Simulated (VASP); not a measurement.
# Ca (Im-3m) in VASP: notebook

Runs on Ca. Level: r2SCAN. Tasks: single point.

Everything below comes from runs of VASP 6.6.1. Logs are shortened: lines on timing, memory, paths and dates and some standing lists are left out, and cuts for length are marked.

## Step 1: The cell of the first run

The structure is cubic, space group Im-3m (No. 229). The conventional cell has a = 4.558 Å, b = 4.558 Å, c = 4.558 Å, α = 90.00°, β = 90.00°, γ = 90.00°. Within 5.2 Å of Ca (site symmetry m-3m) lie 14 Ca at 3.95 to 4.56 Å.

This isn't the form of Ca at room conditions, which is fcc.

## Step 2: Single point, r2SCAN

File POSCAR:

```
Ca
1.0
   -2.2791345301      2.2791345301      2.2791345301
    2.2791345301     -2.2791345301      2.2791345301
    2.2791345301      2.2791345301     -2.2791345301
Ca
1
Direct
    0.0000000000      0.0000000000      0.0000000000
```

File INCAR.step1:

```
  PREC = Accurate
  ENCUT = 520
  ISMEAR = 1
  SIGMA = 0.1
  LREAL = False
  LASPH = True
  NELM = 100
  NBANDS = 11
  GGA = PE
  ALGO = Normal
  EDIFF = 1E-4
  LWAVE = True
  LCHARG = False
```

File INCAR.step2:

```
  PREC = Accurate
  ENCUT = 520
  EDIFF = 1E-7
  ISMEAR = 1
  SIGMA = 0.1
  LREAL = False
  LASPH = True
  NELM = 100
  ALGO = Normal
  ISIF = 2
  LWAVE = False
  LCHARG = False
  METAGGA = R2SCAN
  LMIXTAU = True
  NBANDS = 11
  ISTART = 1
```

File KPOINTS:

```
regular mesh
0
Gamma
  9 9 9
```

Potentials or basis: VASP PAW PBE potentials, release 64 (Ca_sv).

Run with:

```bash
cat potpaw_PBE.64/Ca_sv/POTCAR > POTCAR
cp INCAR.step1 INCAR
mpirun -np 1 vasp_std > vasp.out
cp INCAR.step2 INCAR
mpirun -np 1 vasp_std > vasp.out
```

OUTCAR:

```text
PREC = Accurate
   ENCUT = 520
   EDIFF = 1E-7
   ISMEAR = 1
   LREAL = False
   LASPH = True
   NELM = 100
   ISIF = 2
   METAGGA = R2SCAN
   ISTART = 1

 ion  position               nearest neighbor table
   1  0.000  0.000  0.000-

  LATTYP: Found a body centered cubic cell.
 ALAT       =     4.5582690602

  Lattice vectors:

 A1 = (  -2.2791345301,   2.2791345301,   2.2791345301)
 A2 = (   2.2791345301,  -2.2791345301,   2.2791345301)
 A3 = (   2.2791345301,   2.2791345301,  -2.2791345301)

Analysis of symmetry for initial positions (statically):
=====================================================================
 Subroutine PRICEL returns:
 Original cell was already a primitive cell.

 Routine SETGRP: Setting up the symmetry group for a
 body centered cubic supercell.

 Subroutine GETGRP returns: Found 48 space group operations
 (whereof 48 operations were pure point group operations)
 out of a pool of 48 trial point group operations.

The static configuration has the point symmetry O_h .

Analysis of symmetry for dynamics (positions and initial velocities):
=====================================================================
 Subroutine PRICEL returns:
 Original cell was already a primitive cell.

 Routine SETGRP: Setting up the symmetry group for a
 body centered cubic supercell.

 Subroutine GETGRP returns: Found 48 space group operations
 (whereof 48 operations were pure point group operations)
 out of a pool of 48 trial point group operations.

The dynamic configuration has the point symmetry O_h .

 Subroutine INISYM returns: Found 48 space group operations
 (whereof 48 operations are pure point group operations),
 and found     1 'primitive' translations

----------------------------------------------------------------------------------------

                                     Primitive cell

  volume of cell :      47.3554

  direct lattice vectors                    reciprocal lattice vectors
    -2.279134530  2.279134530  2.279134530     0.000000000  0.219381521  0.219381521
     2.279134530 -2.279134530  2.279134530     0.219381521  0.000000000  0.219381521
     2.279134530  2.279134530 -2.279134530     0.219381521  0.219381521  0.000000000

  length of vectors
     3.947576803  3.947576803  3.947576803     0.310252322  0.310252322  0.310252322

  position of ions in fractional coordinates (direct lattice)
     0.000000000  0.000000000  0.000000000

  ion indices of the primitive-cell ions
   primitive index   ion index
                 1           1

----------------------------------------------------------------------------------------

 KPOINTS: regular mesh

Automatic generation of k-mesh.
 Grid dimensions read from file:
 generate k-points for:    9    9    9

 Generating k-lattice:

  Cartesian coordinates                     Fractional coordinates (reciprocal lattice)
     0.000000000  0.024375725  0.024375725     0.111111111  0.000000000  0.000000000
     0.024375725  0.000000000  0.024375725     0.000000000  0.111111111  0.000000000
     0.024375725  0.024375725  0.000000000     0.000000000  0.000000000  0.111111111

  Length of vectors
     0.034472480  0.034472480  0.034472480

  Shift w.r.t. Gamma in fractional coordinates (k-lattice)
     0.000000000  0.000000000  0.000000000

 Subroutine IBZKPT returns following result:
 ===========================================

 Found     35 irreducible k-points:

 Following reciprocal coordinates:
            Coordinates               Weight
  0.000000  0.000000  0.000000      1.000000
  0.111111  0.000000  0.000000     12.000000
  0.222222  0.000000  0.000000     12.000000
  0.333333  0.000000  0.000000     12.000000
  0.444444  0.000000  0.000000     12.000000
  0.111111  0.111111  0.000000     24.000000
[... 16 lines left out ...]
 -0.333333  0.444444  0.111111     48.000000
 -0.444444 -0.444444  0.111111     24.000000
 [... further k-points ...]
   k-points           NKPTS =     35   k-points in BZ     NKDIM =     35   number of bands    NBANDS=     11
   number of dos      NEDOS =    301   number of ions     NIONS =      1
   total plane-waves  NPLWV =  27000
   dimension x,y,z NGX =    30 NGY =   30 NGZ =   30
   dimension x,y,z NGXF=    60 NGYF=   60 NGZF=   60
   ions per type =               1
   NGX,Y,Z   is equivalent  to a cutoff of  12.63, 12.63, 12.63 a.u.
   NGXF,Y,Z  is equivalent  to a cutoff of  25.27, 25.27, 25.27 a.u.
 SYSTEM =  unknown system
   PREC   = accura    normal or accurate (medium, high low for compatibility)
   ISTART =      1    job   : 0-new  1-cont  2-samecut
   ICHARG =      0    charge: 1-file 2-atom 10-const
   ISPIN  =      1    spin polarized calculation?
   LNONCOLLINEAR =      F non collinear calculations
   LSORBIT =      F    spin-orbit coupling
   LASPH  =      T    aspherical Exc in radial PAW
   ENCUT  =  520.0 eV  38.22 Ry    6.18 a.u.   7.34  7.34  7.34*2*pi/ulx,y,z
   NELM   =    100;   NELMIN=  2; NELMDL=  0     # of ELM steps
   EDIFF  = 0.1E-06   stopping-criterion for ELM
   LREAL  =      F    real-space projection
   EDIFFG = 0.1E-05   stopping-criterion for IOM
   NSW    =      0    number of steps for IOM
   IBRION =     -1    ionic relax: 0-MD 1-quasi-New 2-CG
   NFREE  =      0    steps in history (QN), initial steepest desc. (CG)
   ISIF   =      2    stress and relaxation
   ISYM   =      2    0-nonsym 1-usesym 2-fastsym
   POTIM  = 0.5000    time-step for ionic-motion
   TEBEG  =    0.0;   TEEND  =   0.0 temperature during run
   PSTRESS=    0.0 pullay stress
   NELECT =      10.0000    total number of electrons
   NUPDOWN=      -1.0000    fix difference up-down
   EMIN   =  10.00;   EMAX   =-10.00  energy-range for DOS
   EFERMI =   0.00;   METHOD = LEGACY
   ISMEAR =     1;   SIGMA  =   0.10  broadening in eV -4-tet -1-fermi 0-gaus
   EFERMI_NEDOS =   21; number of points for ismear=-14 and -15
   IALGO  =     38    algorithm
   IMIX   =      4    mixing-type and parameters
     AMIX     =   0.40;   BMIX     =  1.00
     AMIX_MAG =   1.60;   BMIX_MAG =  1.00
  volume/ion in A,a.u.               =      47.36       319.57
  Fermi-wavevector in a.u.,A,eV,Ry     =   0.974881  1.842258 12.930877  0.950393
  Thomas-Fermi vector in A             =   2.105376
   LORBIT       =      0    0 simple, 1 ext, 2 COOP (PROOUT), +10 PAW based schemes
   METAGGA = R2SCAN    functional components
   LHFCALC =     F    Hartree Fock is set to
   AEXX    =    0.0000 exact exchange contribution
   IVDW    =     0    specifies the selected vdW correction
   LEPSILON=     F    determine dielectric tensor
   LRPA    =     F    only Hartree local field effects (RPA)
 non-spin polarized calculation
 Methfessel and Paxton  Order N= 1 SIGMA  =   0.10
  energy-cutoff  :      520.00
  volume of cell :       47.36
 maximum number of plane-waves:      1292
 NGX is ok and might be reduce to    30
   NGX = 15   NGY = 15   NGZ = 15

 number of electron       9.9999997 magnetization

 Free energy of the ion-electron system (eV)
  ---------------------------------------------------
  ext. energy  EPLUGINS =         0.00000000
  ---------------------------------------------------
  free energy    TOTEN  =        -7.00032521 eV

  energy without entropy =       -7.00009964  energy(sigma->0) =       -7.00025002

 E-fermi :   1.6254     XC(G=0):  -7.8501

 val. band max:        1.5362630473   @ k =   0.2222   0.2222   0.2222
 cond. band min:       1.6303896401   @ k =   0.3333   0.2222   0.1111
 fundamental gap:      0.0941265928
 Fermi energy:         1.6254023654

 k-point     1 :       0.0000    0.0000    0.0000
  band No.  band energies     occupation
      1     -42.5193      2.00000
      2     -22.5547      2.00000
      3     -22.5546      2.00000
      4     -22.5546      2.00000
      5      -2.5113      2.00000
      6       4.0949      0.00000
      7       4.0949      0.00000
      8       4.0949      0.00000
      9       5.0731      0.00000
     10       5.0731      0.00000
     11      11.8159      0.00000

 k-point     2 :       0.1111    0.0000    0.0000
  band No.  band energies     occupation
      1     -42.5182      2.00000
      2     -22.5662      2.00000
      3     -22.5585      2.00000
      4     -22.5546      2.00000
      5      -2.2965      2.00000
      6       3.9652      0.00000
      7       3.9901      0.00000
      8       4.2475      0.00000
      9       4.9427      0.00000
     10       5.0768      0.00000
     11      11.3232      0.00000

 k-point     3 :       0.2222    0.0000    0.0000
  band No.  band energies     occupation
      1     -42.5155      2.00000
      2     -22.5951      2.00000
      3     -22.5683      2.00000
      4     -22.5546      2.00000
      5      -1.6738      2.00000
      6       3.4976     -0.00000
      7       3.6662      0.00000
      8       4.6841      0.00000
      9       4.8835      0.00000
     10       5.1119      0.00000
     11       9.6565      0.00000

 k-point     4 :       0.3333    0.0000    0.0000
  band No.  band energies     occupation
      1     -42.5124      2.00000
      2     -22.6275      2.00000
      3     -22.5794      2.00000
      4     -22.5545      2.00000
      5      -0.7143      2.00000
      6       2.6949     -0.00000
      7       3.3660     -0.00000
      8       4.9689      0.00000
      9       5.2042      0.00000
     10       5.3198      0.00000
     11       7.9452      0.00000
[... 239 lines left out ...]
 k-point    22 :      -0.4444    0.4444    0.1111
  band No.  band energies     occupation
      1     -42.5096      2.00000
      2     -22.6456      2.00000
      3     -22.5911      2.00000
      4     -22.5629      2.00000
      5       0.5930      2.00000
      6       1.8030     -0.03075
      7       3.3206     -0.00000
      8       4.6069      0.00000
      9       5.3338      0.00000
     10       5.8742      0.00000
     11       6.9673      0.00000

 k-point    23 :      -0.3333    0.4444    0.1111
  band No.  band energies     occupation
      1     -42.5094      2.00000
      2     -22.6343      2.00000
      3     -22.5966      2.00000
      4     -22.5702      2.00000
      5       0.3170      2.00000
      6       2.3470     -0.00000
      7       3.2886     -0.00000
      8       4.5168      0.00000
      9       5.2020      0.00000
     10       5.7236      0.00000
     11       7.3040      0.00000

 k-point    24 :      -0.4444   -0.4444    0.1111
  band No.  band energies     occupation
      1     -42.5084      2.00000
      2     -22.6420      2.00000
      3     -22.6019      2.00000
      4     -22.5701      2.00000
      5       1.3266      2.00020
      6       1.5067      2.07045
      7       3.1601     -0.00000
      8       4.5214      0.00000
      9       5.3201      0.00000
     10       6.1105      0.00000
     11       6.6657      0.00000

 [... further k-points ...]

------------------------ aborting loop because EDIFF is reached ----------------------------------------

  FORCE on cell =-STRESS in cart. coord.  units (eV):
  Direction    XX          YY          ZZ          XY          YZ          ZX
  --------------------------------------------------------------------------------------
  -------------------------------------------------------------------------------------
  Total       -0.3988028     -0.3988028     -0.3988028      0.0000000     -0.0000000      0.0000000
  in kB      -13.4927021    -13.4927021    -13.4927021      0.0000000     -0.0000000      0.0000000
  external PRESSURE =     -13.4927021 kB  Pullay stress =       0.0000000 kB

 VOLUME and BASIS-vectors are now :
 -----------------------------------------------------------------------------
  energy-cutoff  :      520.00
  volume of cell :       47.36
      direct lattice vectors                 reciprocal lattice vectors
    -2.279134530  2.279134530  2.279134530     0.000000000  0.219381521  0.219381521
     2.279134530 -2.279134530  2.279134530     0.219381521  0.000000000  0.219381521
     2.279134530  2.279134530 -2.279134530     0.219381521  0.219381521  0.000000000

 POSITION                                       TOTAL-FORCE (eV/Angst)
 -----------------------------------------------------------------------------------
      0.00000      0.00000      0.00000         0.000000     -0.000000      0.000000
 -----------------------------------------------------------------------------------
    total drift:                               -0.000000     -0.000000      0.000000

  FREE ENERGIE OF THE ION-ELECTRON SYSTEM (eV)
  ---------------------------------------------------
  free  energy   TOTEN  =        -7.0003252109 eV

  energy  without entropy=       -7.0000996446  energy(sigma->0) =       -7.00025002
```

Run time: 2.2 min. Hardware: 1 thread of Intel Xeon Platinum 8488C (Sapphire Rapids), shared host; peak memory 0.17 GiB.

Results:

* Free energy: -7.0003 eV
* Pressure: -1.3 GPa
* Band gap on the k mesh: zero (bands 5 and 6 overlap by 0.43 eV)

Levels at points of the mesh, in eV from the Fermi level:
| k point | band 3 | band 4 | band 5 | band 6 | band 7 | band 8 |
| --- | --- | --- | --- | --- | --- | --- |
| (0.00, 0.00, 0.00) | -24.18 | -24.18 | -4.14 | 2.47 | 2.47 | 2.47 |

Caveat: the PAW data sets were made with another functional, which shifts forces and pressure a little.

## Step 3: Single point, r2SCAN

This run uses another cell than the first one, of 48.55 Å³/atom.

File POSCAR:

```
Ca
1.0
   -2.2982076723      2.2982076723      2.2982076723
    2.2982076723     -2.2982076723      2.2982076723
    2.2982076723      2.2982076723     -2.2982076723
Ca
1
Direct
    0.0000000000      0.0000000000      0.0000000000
```

File INCAR.step1:

```
PREC = Accurate ; ENCUT = 520
ISMEAR = 1 ; SIGMA = 0.1
LREAL = False ; LASPH = True
NELM = 100 ; NBANDS = 11
GGA = PE ; ALGO = Normal
EDIFF = 1E-4 ; LWAVE = True
LCHARG = False
```

File INCAR.step2:

```
PREC = Accurate ; ENCUT = 520
EDIFF = 1E-7 ; ISMEAR = 1
SIGMA = 0.1 ; LREAL = False
LASPH = True ; NELM = 100
ALGO = Normal ; ISIF = 2
LWAVE = False ; LCHARG = False
METAGGA = R2SCAN ; LMIXTAU = True
NBANDS = 11 ; ISTART = 1
```

KPOINTS is that of step 2.

Potentials or basis: VASP PAW PBE potentials, release 64 (Ca_sv).

Run with:

```bash
cat potpaw_PBE.64/Ca_sv/POTCAR > POTCAR
cp INCAR.step1 INCAR
mpirun -np 1 vasp_std > vasp.out
cp INCAR.step2 INCAR
mpirun -np 1 vasp_std > vasp.out
```

Run time: 2.1 min. Hardware: 1 thread of Intel Xeon Platinum 8488C (Sapphire Rapids), shared host; peak memory 0.17 GiB.

It converged, with:

```yaml
Free_energy: -6.9894 eV
Pressure: -1.7 GPa
Band_gap_on_the_k_mesh: zero (bands 5 and 6 overlap by 0.45 eV)
```

Levels at points of the mesh, in eV from the Fermi level:
| k point | band 1 | band 2 | band 3 | band 4 | band 5 | band 6 | band 7 | band 8 | band 9 | band 10 |
| --- | --- | --- | --- | --- | --- | --- | --- | --- | --- | --- |
| (0.00, 0.00, 0.00) | -44.21 | -24.24 | -24.24 | -24.24 | -4.09 | 2.43 | 2.43 | 2.43 | 3.39 | 3.39 |

Caveat: the PAW data sets were made with another functional, which shifts forces and pressure a little.

The gap in the log of VASP goes by the Fermi energy; the results here count the filled bands.